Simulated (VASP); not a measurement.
Here is a VASP 6.6.1 calculation.

File POSCAR:

```
HgTe
1.0
    4.2336391951      0.0000000000      0.0000000000
   -2.1168195976      3.6664390934      0.0000000000
    0.0000000000      0.0000000000      7.3965767523
Hg Te
2 2
Direct
    0.0000000000      0.0000000000      0.0000000000
    0.0000000000      0.0000000000      0.5000000000
    0.3333333333      0.6666666667      0.2500000000
    0.6666666667      0.3333333333      0.7500000000
```

The input INCAR.step1:

```
ALGO = Normal
EDIFF = 1E-4
ENCUT = 520
GGA = PE
ISMEAR = -1
LASPH = T
LCHARG = F
LREAL = F
LWAVE = T
NBANDS = 26
NELM = 80
PREC = Accurate
SIGMA = 0.02
```

File INCAR.step2:

```
ALGO = Normal
EDIFF = 1E-7
ENCUT = 520
ISIF = 2
ISMEAR = -1
ISTART = 1
LASPH = T
LCHARG = T
LELF = T
LMIXTAU = T
LREAL = F
LVHAR = T
LWAVE = F
METAGGA = R2SCAN
NBANDS = 26
NELM = 80
PREC = Accurate
SIGMA = 0.02
```

File KPOINTS:

```
k-points
0
Gamma
  12 12 4
```

Potentials or basis: VASP PAW PBE potentials, release 64 (Hg, Te).

Run with:

```console
$ cat potpaw_PBE.64/Hg/POTCAR potpaw_PBE.64/Te/POTCAR > POTCAR
$ cp INCAR.step1 INCAR
$ mpirun -np 1 vasp_std > vasp.out
$ cp INCAR.step2 INCAR
$ mpirun -np 1 vasp_std > vasp.out
```

Problem. What does it give for the pressure?

Solution. 0.2 GPa.

Problem. Estimate the band gap on the k mesh.

Solution. Zero (bands 18 and 19 overlap by 2.38 eV).

Stress tensor (GPa, compression positive):
```
0.33 0.00 0.00
0.00 0.33 0.00
0.00 0.00 0.10
```

Caveat: the PAW data sets were made with another functional, which shifts forces and pressure a little; spin-orbit coupling is left out, which moves the levels of the heavy elements.
